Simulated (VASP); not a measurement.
# Rb15Cl17 (a cell with a defect) in VASP: single point with PBEsol

Aim: the single point of Rb15Cl17 (a cell with a defect) with PBEsol.

Program: VASP 6.6.1. These are calculated values, not measurements. Logs are shortened: lines on timing, memory, paths and dates and some standing lists are left out, and cuts for length are marked.

## Step 1: The cell of the first run

The cell holds a defect, 32 atoms: a = 11.328 Å, b = 11.328 Å, c = 11.328 Å, α = 109.47°, β = 109.47°, γ = 109.47°.

## Step 2: Single point, PBEsol

INCAR

```
SYSTEM = Rb15Cl17
PREC = Accurate ; ENCUT = 520
EDIFF = 1E-6 ; ISMEAR = 0
SIGMA = 0.01 ; LREAL = Auto
LASPH = .True. ; NELM = 100
ALGO = Normal ; ISIF = 2
LWAVE = .False. ; LCHARG = .True.
GGA = PS ; LELF = .True.
LVHAR = .True. ; NBANDS = 149
NELECT = 252.0
```

KPOINTS

```
Automatic mesh
0
Gamma
  2 2 2
  0.5 0.5 0.5
```

POSCAR

```
Rb15Cl17
1.0
   -6.5402946450      6.5402946450     -6.5402946450
    6.5402946450     -6.5402946450     -6.5402946450
   -6.5402946450     -6.5402946450      6.5402946450
Cl Rb
17 15
Direct
    0.5000000000      0.2500000000      0.2500000000
    0.7016955890      0.2500000000      0.4516955890
    0.5000000000      0.2500000000      0.7500000000
    0.2983044110      0.2500000000      0.0483044110
    0.0000000000      0.0000000000      0.5000000000
    0.0000000000      0.2500000000      0.2500000000
    0.7500000000      0.0000000000      0.7500000000
    0.5000000000      0.0483044110      0.0483044110
    0.2500000000      0.7500000000      0.5000000000
    0.2983044110      0.0483044110      0.2500000000
    0.0000000000      0.7500000000      0.7500000000
    0.7500000000      0.7500000000      0.0000000000
    0.5000000000      0.4516955890      0.4516955890
    0.5000000000      0.7500000000      0.2500000000
    0.2500000000      0.5000000000      0.7500000000
    0.0000000000      0.5000000000      0.0000000000
    0.7016955890      0.4516955890      0.2500000000
    0.2489849107      0.2500000000      0.5010150893
    0.0000000000      0.2500000000      0.7500000000
    0.7510150893     -0.0010150893      0.2500000000
    0.7510150893      0.2500000000     -0.0010150893
    0.5000000000     -0.0010150893      0.5010150893
    0.2489849107     -0.0010150893      0.7479698214
    0.0000000000      0.7500000000      0.2500000000
    0.9979698214      0.9989849107      0.9989849107
    0.7510150893      0.7520301786      0.5010150893
    0.5000000000      0.7500000000      0.7500000000
    0.2489849107      0.5010150893      0.2500000000
    0.2489849107      0.7479698214     -0.0010150893
    0.0020301786      0.5010150893      0.5010150893
    0.7510150893      0.5010150893      0.7520301786
    0.5000000000      0.5010150893     -0.0010150893
```

Potentials or basis: VASP PAW PBE potentials, release 64 (Cl, Rb_sv).

The run is started by

```bash
$ cat potpaw_PBE.64/Cl/POTCAR potpaw_PBE.64/Rb_sv/POTCAR > POTCAR
$ mpirun -np 1 vasp_std > vasp.out
```

OUTCAR:

```text
SYSTEM = Rb15Cl17
   PREC = Accurate
   ENCUT = 520
   EDIFF = 1E-6
   ISMEAR = 0
   LREAL = Auto
   LASPH = .True.
   NELM = 100
   ISIF = 2
   GGA = PS
   NELECT = 252.0

 ion  position               nearest neighbor table
   1  0.500  0.250  0.250-   2 2.64   4 2.64   8 2.64  10 2.64  13 2.64  17 2.64
   2  0.702  0.250  0.452-   1 2.64  20 3.35  22 3.35  31 3.35  30 3.35  19 3.90
   3  0.500  0.250  0.750-  23 3.27  31 3.27  22 3.27  18 3.27  21 3.27  32 3.27
   4  0.298  0.250  0.048-   1 2.64  28 3.35  32 3.35  23 3.35  25 3.35  19 3.90
   5  0.000  0.000  0.500-  23 3.26  26 3.26  18 3.26  20 3.26  24 3.27  19 3.27
   6  0.000  0.250  0.250-  25 3.27  30 3.27  18 3.27  21 3.27  28 3.27  20 3.27
[... 9 lines left out ...]
  16  0.000  0.500  0.000-  29 3.26  31 3.26  21 3.26  28 3.26  24 3.27  19 3.27
  17  0.702  0.452  0.250-   1 2.64  21 3.35  32 3.35  30 3.35  26 3.35  24 3.90
[... 16 lines left out ...]
  26  0.751  0.752  0.501-   5 3.26   7 3.26  14 3.27  11 3.27  17 3.35  13 3.35  19 4.61  20 4.61
                            22 4.61  23 4.61  25 4.61  24 4.62  27 4.62  32 4.64  28 4.64  30 4.64
  27  0.500  0.750  0.750-   7 3.27   9 3.27  12 3.27  15 3.27  13 3.90   8 3.90  25 4.61  30 4.61
                            22 4.61  32 4.61  20 4.62  21 4.62  28 4.62  18 4.62  31 4.62  26 4.62
  28  0.249  0.501  0.250-   9 3.26  16 3.26  14 3.27   6 3.27   4 3.35  13 3.35  24 4.61  29 4.61
                            30 4.61  22 4.61  21 4.61  27 4.62  19 4.62  18 4.64  32 4.64  26 4.64
  29  0.249  0.748  0.999-  15 3.26  16 3.26  14 3.27  11 3.27  10 3.35   8 3.35  19 4.61  28 4.61
                            32 4.61  31 4.61  30 4.61  24 4.62  27 4.62  22 4.64  20 4.64  25 4.64
  30  0.002  0.501  0.501-   9 3.26  15 3.26   6 3.27  11 3.27  17 3.35   2 3.35  27 4.61  18 4.61
                            28 4.61  23 4.61  29 4.61  24 4.62  19 4.62  21 4.64  20 4.64  26 4.64
  31  0.751  0.501  0.752-  12 3.26  16 3.26   3 3.27  11 3.27  13 3.35   2 3.35  24 4.61  21 4.61
                            32 4.61  29 4.61  25 4.61  19 4.62  27 4.62  22 4.64  18 4.64  30 4.64
  32  0.500  0.501  0.999-  12 3.26  15 3.26  14 3.27   3 3.27   4 3.35  17 3.35  27 4.61  29 4.61
                            31 4.61  20 4.61  18 4.61  19 4.62  24 4.62  23 4.64  21 4.64  28 4.64

  LATTYP: Found a body centered cubic cell.
 ALAT       =    13.0805892900

  Lattice vectors:

 A1 = (  -6.5402946450,   6.5402946450,  -6.5402946450)
 A2 = (   6.5402946450,  -6.5402946450,  -6.5402946450)
 A3 = (  -6.5402946450,  -6.5402946450,   6.5402946450)

Analysis of symmetry for initial positions (statically):
=====================================================================
 Subroutine PRICEL returns:
 Original cell was already a primitive cell.

 Routine SETGRP: Setting up the symmetry group for a
 body centered cubic supercell.

 Subroutine GETGRP returns: Found 48 space group operations
 (whereof  4 operations were pure point group operations)
 out of a pool of 48 trial point group operations.

[... 173 lines left out ...]
     AMIX_MAG =   1.60;   BMIX_MAG =  1.00
  volume/ion in A,a.u.               =      34.97       235.99
  Fermi-wavevector in a.u.,A,eV,Ry     =   0.995996  1.882160 13.497095  0.992009
  Thomas-Fermi vector in A             =   2.128054
   LORBIT       =      0    0 simple, 1 ext, 2 COOP (PROOUT), +10 PAW based schemes
   GGA     = PS    functional components
   LHFCALC =     F    Hartree Fock is set to
   AEXX    =    0.0000 exact exchange contribution
   IVDW    =     0    specifies the selected vdW correction
   LEPSILON=     F    determine dielectric tensor
   LRPA    =     F    only Hartree local field effects (RPA)
 non-spin polarized calculation
 Gauss-broadening in eV      SIGMA  =   0.01
  energy-cutoff  :      520.00
  volume of cell :     1119.06
 maximum number of plane-waves:     30136
   NGX = 43   NGY = 43   NGZ = 43

 number of electron     251.9999968 magnetization

 Free energy of the ion-electron system (eV)
  ---------------------------------------------------
  ext. energy  EPLUGINS =         0.00000000
  ---------------------------------------------------
  free energy    TOTEN  =      -102.35229956 eV

  energy without entropy =     -102.34492145  energy(sigma->0) =     -102.34861051

 E-fermi :  -1.1285     XC(G=0):  -7.4956

 val. band max:       -1.1295928790   @ k =   0.2500   0.2500   0.2500
 cond. band min:      -1.0995228154   @ k =  -0.2500   0.2500   0.2500
 fundamental gap:      0.0300700636
 Fermi energy:        -1.1285308248

 k-point     1 :       0.2500    0.2500    0.2500
  band No.  band energies     occupation
      1     -26.0532      2.00000
      2     -26.0532      2.00000
      3     -26.0532      2.00000
      4     -25.5087      2.00000
      5     -25.5087      2.00000
      6     -25.5087      2.00000
[... 130 lines left out ...]
    137       5.1754      0.00000
    138       5.1754      0.00000

 k-point     2 :      -0.2500    0.2500    0.2500
  band No.  band energies     occupation
      1     -26.0534      2.00000
      2     -26.0532      2.00000
      3     -26.0530      2.00000
      4     -25.5123      2.00000
      5     -25.5069      2.00000
      6     -25.5069      2.00000
[... 130 lines left out ...]
    137       5.1815      0.00000
    138       5.1969      0.00000
 [bands above 138 left out]

------------------------ aborting loop because EDIFF is reached ----------------------------------------

  FORCE on cell =-STRESS in cart. coord.  units (eV):
  Direction    XX          YY          ZZ          XY          YZ          ZX
  --------------------------------------------------------------------------------------
  -------------------------------------------------------------------------------------
  Total      -10.5161901    -10.5161901    -10.5161901     -0.0000000     -0.0000000      0.0000000
  in kB      -15.0562590    -15.0562590    -15.0562590     -0.0000000     -0.0000000      0.0000000
  external PRESSURE =     -15.0562590 kB  Pullay stress =       0.0000000 kB

 VOLUME and BASIS-vectors are now :
 -----------------------------------------------------------------------------
  energy-cutoff  :      520.00
  volume of cell :     1119.06
      direct lattice vectors                 reciprocal lattice vectors
    -6.540294645  6.540294645 -6.540294645    -0.076449155  0.000000000 -0.076449155
     6.540294645 -6.540294645 -6.540294645     0.000000000 -0.076449155 -0.076449155
    -6.540294645 -6.540294645  6.540294645    -0.076449155 -0.076449155  0.000000000

 POSITION                                       TOTAL-FORCE (eV/Angst)
 -----------------------------------------------------------------------------------
     -3.27015      0.00000     -3.27015         0.000000     -0.000000      0.000000
     -5.90844      0.00000     -3.27015        -0.001272     -0.000000      0.000000
     -6.54029     -3.27015      0.00000         0.000000     -0.000000      0.000000
     -0.63185     -0.00000     -3.27015         0.001272     -0.000000      0.000000
     -3.27015     -3.27015      3.27015         0.000000     -0.000000      0.000000
      0.00000     -3.27015      0.00000         0.000000     -0.000000      0.000000
[... 24 lines left out ...]
     -6.55357     -3.28343     -3.27015         0.006356      0.006356      0.000000
     -6.52702     -6.54029     -0.01328        -0.006356     -0.000000      0.006356
 -----------------------------------------------------------------------------------
    total drift:                                0.000000     -0.000000      0.000000

  FREE ENERGIE OF THE ION-ELECTRON SYSTEM (eV)
  ---------------------------------------------------
  free  energy   TOTEN  =      -102.3522995610 eV

  energy  without entropy=     -102.3449214532  energy(sigma->0) =     -102.34861051
```

Run time: 21 min. Hardware: 1 thread of AMD EPYC 7R13, shared host; peak memory 1.1 GiB.

Results:

- Free energy: -102.3523 eV
- Largest force: 0.009 eV/Å

Forces in eV/Å, atoms in the order of the input:
```
Cl   0.000  0.000  0.000
Cl  -0.001  0.000  0.000
Cl   0.000  0.000  0.000
Cl   0.001  0.000  0.000
Cl   0.000  0.000  0.000
Cl   0.000  0.000  0.000
Cl   0.000  0.000  0.000
Cl   0.000  0.001  0.000
Cl   0.000  0.000  0.000
Cl   0.000  0.000  0.001
Cl   0.000  0.000  0.000
Cl   0.000  0.000  0.000
Cl   0.000 -0.001  0.000
Cl   0.000  0.000  0.000
Cl   0.000  0.000  0.000
Cl   0.000  0.000  0.000
Cl   0.000  0.000 -0.001
Rb   0.000  0.006 -0.006
Rb   0.000  0.000  0.000
Rb   0.006 -0.006  0.000
Rb   0.000 -0.006  0.006
Rb   0.006  0.000 -0.006
Rb  -0.006 -0.006  0.000
Rb   0.000  0.000  0.000
Rb  -0.006  0.000 -0.006
Rb   0.000  0.006  0.006
Rb   0.000  0.000  0.000
Rb  -0.006  0.006  0.000
Rb   0.000 -0.006 -0.006
Rb   0.006  0.000  0.006
Rb   0.006  0.006  0.000
Rb  -0.006  0.000  0.006
```

Levels at points of the mesh, in eV from the Fermi level:
```tsv
k point	band 124	band 125	band 126	band 127	band 128	band 129	band 130	band 131
(0.25, 0.25, 0.25)	-0.66	-0.66	0.00	0.00	0.00	5.28	5.28	5.28
```

Caveat: the cell carries a net charge on a neutralising background, which shifts energy and pressure; the cell is charged against a uniform background, so pressure and absolute levels hang on convention; the PAW data sets were made with another functional, which shifts forces and pressure a little.
